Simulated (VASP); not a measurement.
# Cs2Br3 (R-3m) in VASP: further runs

The runs below take Cs2Br3 through single point, with PBE.

All numbers are computed with VASP 6.6.1; they aren't measurements. Logs are shortened: lines on timing, memory, paths and dates and some standing lists are left out, and cuts for length are marked.

**1. The cell of the first run**

The structure is trigonal, space group R-3m (No. 166). Conventional cell: a = 4.496 Å, b = 4.496 Å, c = 31.262 Å, α = 90.00°, β = 90.00°, γ = 120.00°. Within 4.1 Å of Cs (site symmetry 3m) lie 6 Br at 3.15 to 3.33 Å. Within 4.7 Å of Br (site symmetry -3m) lie 6 Cs at 3.33 Å and 12 Br at 4.50 to 4.66 Å. Br (site symmetry 3m) has 3 Cs at 3.15 Å and 3 Br at 3.73 Å within 4.1 Å.

**2. Single point, PBE**

INCAR reads:

```
SYSTEM = Cs2Br3
PREC     = Accurate       ! precision mode
ENCUT    = 520            ! plane-wave cutoff, eV
EDIFF    = 1E-6           ! SCF threshold, eV
ISMEAR   = 0              ! smearing method
SIGMA    = 0.1            ! smearing width, eV
LREAL    = .FALSE.        ! projectors in reciprocal space
LASPH    = .TRUE.         ! aspherical terms in the spheres
NELM     = 60             ! most SCF steps
ALGO     = Normal         ! electronic algorithm
ISIF     = 2              ! what is computed and relaxed
LWAVE    = .FALSE.        ! write WAVECAR
LCHARG   = .TRUE.         ! write CHGCAR
GGA      = PE             ! functional
LELF     = .TRUE.         ! ELF
LVHAR    = .TRUE.       
NBANDS   = 28             ! bands
```

KPOINTS reads:

```
Automatic mesh
0
G
  6 6 6
  0 0 0
```

POSCAR reads:

```
Cs2Br3
1.0
    2.2480337157      1.2979028709     10.4207766000
   -2.2480337157      1.2979028709     10.4207766000
    0.0000000000     -2.5958057418     10.4207766000
Cs Br
2 3
Direct
    0.4000000000      0.4000000000      0.4000000000
    0.6000000000      0.6000000000      0.6000000000
    0.0000000000      0.0000000000      0.0000000000
    0.2095000000      0.2095000000      0.2095000000
    0.7905000000      0.7905000000      0.7905000000
```

Potentials or basis: VASP PAW PBE potentials, release 64 (Cs_sv, Br).

Command:

```sh
cat potpaw_PBE.64/Cs_sv/POTCAR potpaw_PBE.64/Br/POTCAR > POTCAR
mpirun -np 1 vasp_std > vasp.out
```

OUTCAR:

```text
SYSTEM = Cs2Br3
   PREC = Accurate
   ENCUT = 520
   EDIFF = 1E-6
   ISMEAR = 0
   LREAL = .FALSE.
   LASPH = .TRUE.
   NELM = 60
   ISIF = 2
   GGA = PE

 ion  position               nearest neighbor table
   1  0.400  0.400  0.400-
   2  0.600  0.600  0.600-
   3  0.000  0.000  0.000-
   4  0.209  0.209  0.209-
   5  0.791  0.791  0.791-

  LATTYP: Found a trigonal (rhomboedric) cell.
 ALAT       =    10.7392174946
 COS(alpha) =     0.9123624232

  Lattice vectors:

 A1 = (   2.2480337157,   1.2979028709,  10.4207766000)
 A2 = (  -2.2480337157,   1.2979028709,  10.4207766000)
 A3 = (   0.0000000000,  -2.5958057418,  10.4207766000)

Analysis of symmetry for initial positions (statically):
=====================================================================
 Subroutine PRICEL returns:
 Original cell was already a primitive cell.

 Routine SETGRP: Setting up the symmetry group for a
 trigonal (rhombohedral) supercell.

 Subroutine GETGRP returns: Found 12 space group operations
 (whereof 12 operations were pure point group operations)
 out of a pool of 12 trial point group operations.

The static configuration has the point symmetry D_3d.

Analysis of symmetry for dynamics (positions and initial velocities):
=====================================================================
 Subroutine PRICEL returns:
 Original cell was already a primitive cell.

 Routine SETGRP: Setting up the symmetry group for a
 trigonal (rhombohedral) supercell.

 Subroutine GETGRP returns: Found 12 space group operations
 (whereof 12 operations were pure point group operations)
 out of a pool of 12 trial point group operations.

The dynamic configuration has the point symmetry D_3d.

 Subroutine INISYM returns: Found 12 space group operations
 (whereof 12 operations are pure point group operations),
 and found     1 'primitive' translations

----------------------------------------------------------------------------------------

                                     Primitive cell

  volume of cell :     182.4300

  direct lattice vectors                    reciprocal lattice vectors
     2.248033716  1.297902871 10.420776600     0.222416593  0.128412280  0.031987379
    -2.248033716  1.297902871 10.420776600    -0.222416593  0.128412280  0.031987379
     0.000000000 -2.595805742 10.420776600     0.000000000 -0.256824560  0.031987379

  length of vectors
    10.739217495 10.739217495 10.739217495     0.258808900  0.258808900  0.258808900

  position of ions in fractional coordinates (direct lattice)
     0.400000000  0.400000000  0.400000000
     0.600000000  0.600000000  0.600000000
     0.000000000  0.000000000  0.000000000
     0.209500000  0.209500000  0.209500000
     0.790500000  0.790500000  0.790500000

  ion indices of the primitive-cell ions
   primitive index   ion index
                 1           1
                 2           2
                 3           3
                 4           4
                 5           5

----------------------------------------------------------------------------------------

 KPOINTS: Automatic mesh

Automatic generation of k-mesh.
 Grid dimensions read from file:
 generate k-points for:    6    6    6

 Generating k-lattice:

  Cartesian coordinates                     Fractional coordinates (reciprocal lattice)
     0.037069432  0.021402047  0.005331230     0.166666667  0.000000000  0.000000000
    -0.037069432  0.021402047  0.005331230     0.000000000  0.166666667  0.000000000
     0.000000000 -0.042804093  0.005331230     0.000000000  0.000000000  0.166666667

  Length of vectors
     0.043134817  0.043134817  0.043134817

  Shift w.r.t. Gamma in fractional coordinates (k-lattice)
     0.000000000  0.000000000  0.000000000

 Subroutine IBZKPT returns following result:
 ===========================================

 Found     32 irreducible k-points:

 Following reciprocal coordinates:
            Coordinates               Weight
  0.000000  0.000000  0.000000      1.000000
  0.166667  0.000000  0.000000      6.000000
  0.333333  0.000000  0.000000      6.000000
  0.500000  0.000000  0.000000      3.000000
  0.166667  0.166667  0.000000      6.000000
  0.333333  0.166667  0.000000     12.000000
[... 16 lines left out ...]
  0.500000  0.500000  0.166667      6.000000
 -0.333333  0.500000  0.166667     12.000000
 [... further k-points ...]
   k-points           NKPTS =     32   k-points in BZ     NKDIM =     32   number of bands    NBANDS=     28
   number of dos      NEDOS =    301   number of ions     NIONS =      5
   total plane-waves  NPLWV = 512000
   dimension x,y,z NGX =    80 NGY =   80 NGZ =   80
   dimension x,y,z NGXF=   160 NGYF=  160 NGZF=  160
   ions per type =               2   3
   NGX,Y,Z   is equivalent  to a cutoff of  12.38, 12.38, 12.38 a.u.
   NGXF,Y,Z  is equivalent  to a cutoff of  24.77, 24.77, 24.77 a.u.
 SYSTEM =  Cs2Br3
   PREC   = accura    normal or accurate (medium, high low for compatibility)
   ISTART =      0    job   : 0-new  1-cont  2-samecut
   ICHARG =      2    charge: 1-file 2-atom 10-const
   ISPIN  =      1    spin polarized calculation?
   LNONCOLLINEAR =      F non collinear calculations
   LSORBIT =      F    spin-orbit coupling
   LASPH  =      T    aspherical Exc in radial PAW
   ENCUT  =  520.0 eV  38.22 Ry    6.18 a.u.  19.97 19.97 19.97*2*pi/ulx,y,z
   NELM   =     60;   NELMIN=  2; NELMDL= -5     # of ELM steps
   EDIFF  = 0.1E-05   stopping-criterion for ELM
   LREAL  =      F    real-space projection
   EDIFFG = 0.1E-04   stopping-criterion for IOM
   NSW    =      0    number of steps for IOM
   IBRION =     -1    ionic relax: 0-MD 1-quasi-New 2-CG
   NFREE  =      0    steps in history (QN), initial steepest desc. (CG)
   ISIF   =      2    stress and relaxation
   ISYM   =      2    0-nonsym 1-usesym 2-fastsym
   POTIM  = 0.5000    time-step for ionic-motion
   TEBEG  =    0.0;   TEEND  =   0.0 temperature during run
   PSTRESS=    0.0 pullay stress
   NELECT =      39.0000    total number of electrons
   NUPDOWN=      -1.0000    fix difference up-down
   EMIN   =  10.00;   EMAX   =-10.00  energy-range for DOS
   EFERMI =   0.00;   METHOD = LEGACY
   ISMEAR =     0;   SIGMA  =   0.10  broadening in eV -4-tet -1-fermi 0-gaus
   EFERMI_NEDOS =   21; number of points for ismear=-14 and -15
   IALGO  =     38    algorithm
   IMIX   =      4    mixing-type and parameters
     AMIX     =   0.40;   BMIX     =  1.00
     AMIX_MAG =   1.60;   BMIX_MAG =  1.00
  volume/ion in A,a.u.               =      36.49       246.22
  Fermi-wavevector in a.u.,A,eV,Ry     =   0.978883  1.849821 13.037273  0.958213
  Thomas-Fermi vector in A             =   2.109693
   LORBIT       =      0    0 simple, 1 ext, 2 COOP (PROOUT), +10 PAW based schemes
   GGA     = PE    functional components
   LHFCALC =     F    Hartree Fock is set to
   AEXX    =    0.0000 exact exchange contribution
   IVDW    =     0    specifies the selected vdW correction
   LEPSILON=     F    determine dielectric tensor
   LRPA    =     F    only Hartree local field effects (RPA)
 non-spin polarized calculation
 Gauss-broadening in eV      SIGMA  =   0.10
  energy-cutoff  :      520.00
  volume of cell :      182.43
 maximum number of plane-waves:      4958
   NGX = 39   NGY = 39   NGZ = 39

 number of electron      38.9999997 magnetization

 Free energy of the ion-electron system (eV)
  ---------------------------------------------------
  ext. energy  EPLUGINS =         0.00000000
  ---------------------------------------------------
  free energy    TOTEN  =       -11.31050683 eV

  energy without entropy =      -11.24724092  energy(sigma->0) =      -11.27887387

 E-fermi :  -0.2428     XC(G=0):  -8.1111

 val. band max:       -0.2487644390   @ k =  -0.3333   0.3333   0.3333
 cond. band min:      -0.2382216406   @ k =  -0.1667   0.3333   0.1667
 fundamental gap:      0.0105427984
 Fermi energy:        -0.2427912787

 k-point     1 :       0.0000    0.0000    0.0000
  band No.  band energies     occupation
      1     -19.5912      2.00000
      2     -19.5544      2.00000
      3     -13.3863      2.00000
      4     -13.1353      2.00000
      5     -12.9230      2.00000
      6      -6.3032      2.00000
[... 20 lines left out ...]
     27       7.2140      0.00000
     28       7.2994      0.00000

 k-point     2 :       0.1667    0.0000    0.0000
  band No.  band energies     occupation
      1     -19.5648      2.00000
      2     -19.5338      2.00000
      3     -13.3502      2.00000
      4     -13.1590      2.00000
      5     -12.9442      2.00000
      6      -6.5506      2.00000
[... 20 lines left out ...]
     27       7.4096      0.00000
     28       7.6224      0.00000

 k-point     3 :       0.3333    0.0000    0.0000
  band No.  band energies     occupation
      1     -19.5101      2.00000
      2     -19.4928      2.00000
      3     -13.3142      2.00000
      4     -13.1613      2.00000
      5     -12.9971      2.00000
      6      -6.8811      2.00000
[... 20 lines left out ...]
     27       8.1449      0.00000
     28       8.4747      0.00000

 k-point     4 :       0.5000    0.0000    0.0000
  band No.  band energies     occupation
      1     -19.4798      2.00000
      2     -19.4743      2.00000
      3     -13.3284      2.00000
      4     -13.1110      2.00000
      5     -13.0437      2.00000
      6      -7.0466      2.00000
[... 578 lines left out ...]
     27       8.6228      0.00000
     28       8.7540      0.00000

 k-point    23 :       0.5000    0.5000    0.1667
  band No.  band energies     occupation
      1     -19.5098      2.00000
      2     -19.4931      2.00000
      3     -13.3178      2.00000
      4     -13.1537      2.00000
      5     -13.0011      2.00000
      6      -6.8883      2.00000
[... 20 lines left out ...]
     27       7.8689      0.00000
     28       8.3228      0.00000

 k-point    24 :      -0.3333    0.5000    0.1667
  band No.  band energies     occupation
      1     -19.4810      2.00000
      2     -19.4732      2.00000
      3     -13.3112      2.00000
      4     -13.1320      2.00000
      5     -13.0390      2.00000
      6      -6.9369      2.00000
[... 20 lines left out ...]
     27       8.4956      0.00000
     28       8.7492      0.00000

 [... further k-points ...]

------------------------ aborting loop because EDIFF is reached ----------------------------------------

  FORCE on cell =-STRESS in cart. coord.  units (eV):
  Direction    XX          YY          ZZ          XY          YZ          ZX
  --------------------------------------------------------------------------------------
  -------------------------------------------------------------------------------------
  Total        8.8998572      8.8998572      7.0441253      0.0000000     -0.0000000      0.0000000
  in kB       78.1622892     78.1622892     61.8644715      0.0000000     -0.0000000      0.0000000
  external PRESSURE =      72.7296833 kB  Pullay stress =       0.0000000 kB

 VOLUME and BASIS-vectors are now :
 -----------------------------------------------------------------------------
  energy-cutoff  :      520.00
  volume of cell :      182.43
      direct lattice vectors                 reciprocal lattice vectors
     2.248033716  1.297902871 10.420776600     0.222416593  0.128412280  0.031987379
    -2.248033716  1.297902871 10.420776600    -0.222416593  0.128412280  0.031987379
     0.000000000 -2.595805742 10.420776600     0.000000000 -0.256824560  0.031987379

 POSITION                                       TOTAL-FORCE (eV/Angst)
 -----------------------------------------------------------------------------------
      0.00000      0.00000     12.50493         0.000000     -0.000000     -0.225626
      0.00000      0.00000     18.75740         0.000000      0.000000      0.225626
      0.00000      0.00000      0.00000         0.000000      0.000000      0.000000
      0.00000      0.00000      6.54946         0.000000      0.000000     -1.185354
      0.00000      0.00000     24.71287         0.000000     -0.000000      1.185354
 -----------------------------------------------------------------------------------
    total drift:                               -0.000000     -0.000000     -0.000000

  FREE ENERGIE OF THE ION-ELECTRON SYSTEM (eV)
  ---------------------------------------------------
  free  energy   TOTEN  =       -11.3105068254 eV

  energy  without entropy=      -11.2472409183  energy(sigma->0) =      -11.27887387
```

It took 6.5 min on 1 thread of Intel Xeon 6975P-C (Granite Rapids), shared host; peak memory 0.94 GiB.

Results:

- Free energy: -11.3105 eV
- Pressure: 7.3 GPa
- Largest force: 1.185 eV/Å
- Band gap on the k mesh: zero (an odd number of electrons rules out a gap without spin polarisation)

Forces on the atoms (eV/Å):
```
Cs   0.000  0.000 -0.226
Cs   0.000  0.000  0.226
Br   0.000  0.000  0.000
Br   0.000  0.000 -1.185
Br   0.000  0.000  1.185
```

Levels at points of the mesh, in eV from the Fermi level:
```csv
k point,band 16,band 17,band 18,band 19,band 20,band 21,band 22,band 23,band 24,band 25
"(0.00, 0.00, 0.00)",-0.66,-0.66,-0.21,-0.21,-0.09,5.23,5.92,6.69,6.73,6.73
"(0.50, 0.00, 0.00)",-0.74,-0.58,-0.10,-0.03,0.01,4.86,5.82,7.54,7.96,8.22
"(0.50, 0.50, 0.00)",-0.68,-0.44,-0.24,-0.21,0.12,4.71,6.30,7.47,8.04,8.28
"(0.50, 0.50, 0.50)",-0.45,-0.45,-0.37,-0.37,-0.36,5.85,5.98,6.30,6.62,6.62
```

Caveat: the cell stands under pressure; spin-orbit coupling is left out, which moves the levels of the heavy elements; an odd number of electrons without spin polarisation forces a metal; a magnetic or distorted state may lie lower.

[end of part 1 of 2]
